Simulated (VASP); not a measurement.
The system is TaN.

```
CELL_PARAMETERS angstrom
0.00000 2.18144 2.18144
2.18144 0.00000 2.18144
2.18144 2.18144 0.00000
ATOMIC_POSITIONS crystal
Ta 0.50000 0.50000 0.50000
N 0.00000 0.00000 0.00000
```

This cell differs from its parent crystal: volume scaled by 0.96.

Program: VASP 6.6.1. Alike in all runs: task single point; potentials or basis VASP PAW PBE potentials, release 64 (Ta_pv, N); no spin polarisation; cell as given; k mesh 10 × 10 × 10; cutoff (eV) 520.

Task: Order these runs on this cell by their pressure, lowest first.
A. level r2SCAN; smearing fermi-dirac 0.05 eV
B. level PBEsol+D3(BJ)+U; U Ta d U = 8.0 eV; smearing fermi-dirac 0.01 eV
C. level PBEsol; smearing fermi-dirac 0.05 eV

Result: C (4.1 GPa), A (10.5 GPa), B (24.1 GPa).

Caveats: the PAW data sets were made with another functional, which shifts forces and pressure a little; U without spin polarisation on a metal has little footing (some runs); pairwise dispersion overbinds metals, which lowers pressure and volume (some runs).
